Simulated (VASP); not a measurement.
CaAl4O:

```
CELL_PARAMETERS angstrom
4.14343 0.00000 0.00000
0.04466 5.72042 0.00000
0.47355 0.17310 10.01713
ATOMIC_POSITIONS crystal
Ca 0.92471 0.50948 0.50707
Ca 0.99220 0.01238 0.01020
Al 0.95157 0.98822 0.66977
Al 0.93776 0.50997 0.17657
Al 0.48234 0.54584 0.01244
Al 0.47676 0.99969 0.49755
Al 0.43785 0.26459 0.72742
Al 0.43481 0.75165 0.26623
Al 0.44322 0.73848 0.75560
Al 0.43205 0.26577 0.27388
O 0.29477 0.39871 0.88087
O 0.19196 0.01521 0.22240
```

```yaml
Program: VASP 6.6.1
Task: relaxation of cell and atoms
Functional: PBE
Potentials_or_basis: VASP PAW PBE potentials, release 64 (Ca_sv, Al, O)
Cutoff: 600 eV
k_mesh: 4 × 4 × 2
Occupations: gaussian, width 0.1 eV
Spin: no spin polarisation
```

At the start: pressure -0.0 GPa; volume 19.79 Å³/atom.

Task: Where does the relaxation end?

Result: Over 33 steps the energy falls by 171.4 meV/atom and the volume is 19.69 Å³/atom (-0.5 %); space group P1 (No. 1, to 0.1 Å) before and after.

Step by step:
```
step  energy change (eV)  largest force (eV/Å)  pressure (GPa)  volume (Å³)
   1              0.0000                1.1330           -0.04       237.43
   2             -0.1665                0.9679            0.46       237.25
   3             -0.2642                1.6949            1.41       236.94
   4             -0.3423                1.5535            1.12       237.87
   5             -0.5470                1.1260            0.23       240.64
   6             -0.7653                1.1350           -1.51       246.13
   7             -0.9295                1.0507           -1.29       244.97
   8             -1.2151                1.5121           -0.74       241.48
   9             -1.5194                0.7898            0.40       237.99
  10             -1.6572                1.0655            2.05       233.66
  11             -1.8322                0.6484            0.17       237.44
  12             -1.8366                0.6354           -0.12       238.14
  13             -1.8898                0.5590           -0.36       238.32
  14             -1.9124                0.7610           -0.55       238.53
  15             -1.9533                0.5267           -0.22       237.42
  16             -1.9898                0.2904            0.73       234.82
  17             -2.0079                0.2289            0.09       236.44
  18             -2.0089                0.2512           -0.09       236.93
  19             -2.0207                0.1914           -0.17       237.25
  20             -2.0273                0.3607           -0.29       237.78
  21             -2.0362                0.2042           -0.09       237.13
  22             -2.0398                0.2022            0.18       236.31
  23             -2.0469                0.1084           -0.03       236.50
  24             -2.0473                0.1434           -0.09       236.56
  25             -2.0512                0.0766            0.02       236.26
  26             -2.0515                0.0810            0.09       236.13
  27             -2.0531                0.0674            0.00       236.43
  28             -2.0534                0.0979           -0.07       236.63
  29             -2.0548                0.0474           -0.06       236.52
  30             -2.0552                0.0658           -0.05       236.42
  31             -2.0561                0.0450            0.06       236.05
  32             -2.0562                0.0421            0.08       235.99
  33             -2.0568                0.0343            0.01       236.24
```

Final structure:
```
CELL_PARAMETERS angstrom
4.03854 -0.01529 -0.09408
0.02130 5.91055 0.08712
0.23121 0.34940 9.89641
ATOMIC_POSITIONS crystal
Ca 0.92103 0.52139 0.50894
Ca 0.90981 0.05100 0.01452
Al 0.92391 0.01284 0.67022
Al 0.91294 0.52756 0.18354
Al 0.41076 0.53423 0.99940
Al 0.42563 0.00924 0.50235
Al 0.42320 0.28025 0.74320
Al 0.41459 0.76824 0.27371
Al 0.42477 0.74828 0.74844
Al 0.41156 0.26610 0.26642
O 0.41414 0.26054 0.92517
O 0.40767 0.02032 0.16407
```

Caveat: the k points lie up to 0.39 Å⁻¹ apart in the final cell, too coarse for converged energies and pressures of a metal.
